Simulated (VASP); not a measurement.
AlN: single point with BLYP+D3(BJ)

The system is AlN.

```
Al N
1.0
     0.00000    2.17870    2.17870
     2.17870    0.00000    2.17870
     2.17870    2.17870    0.00000
Al N
1 1
Direct
  0.00000 0.00000 0.00000
  0.25000 0.25000 0.25000
```

```yaml
Program: VASP 6.6.1
Task: single point
Functional: BLYP
Dispersion: D3(BJ)
Potentials_or_basis: VASP PAW PBE potentials, release 64 (Al, N)
Cutoff: 520 eV
k_mesh: 10 × 10 × 10
Occupations: fermi-dirac, width 0.05 eV
Spin: no spin polarisation
```

The pressure is 0.4 GPa, the band gap on the k mesh is 3.68 eV, indirect (least direct gap 4.55 eV) and the dispersion energy per atom is -0.590 eV.

Levels at points of the mesh, in eV from the valence-band top:
```
           k point  band 1  band 2  band 3  band 4  band 5  band 6  band 7  band 8
(0.00, 0.00, 0.00)  -14.92    0.00    0.00    0.00    4.55   12.69   12.69   12.69
(0.50, 0.00, 0.00)  -12.88   -5.76   -0.48   -0.48    7.62   10.19   11.33   11.33
(0.50, 0.50, 0.00)  -12.25   -4.85   -1.75   -1.75    3.68    8.84   14.12   15.91
```

Wall time 19 s on 1 thread of Intel Xeon 6975P-C (shared host), peak memory 0.14 GiB.

Caveat: the PAW data sets were made with another functional, which shifts forces and pressure a little. A k mesh can miss the band edges.
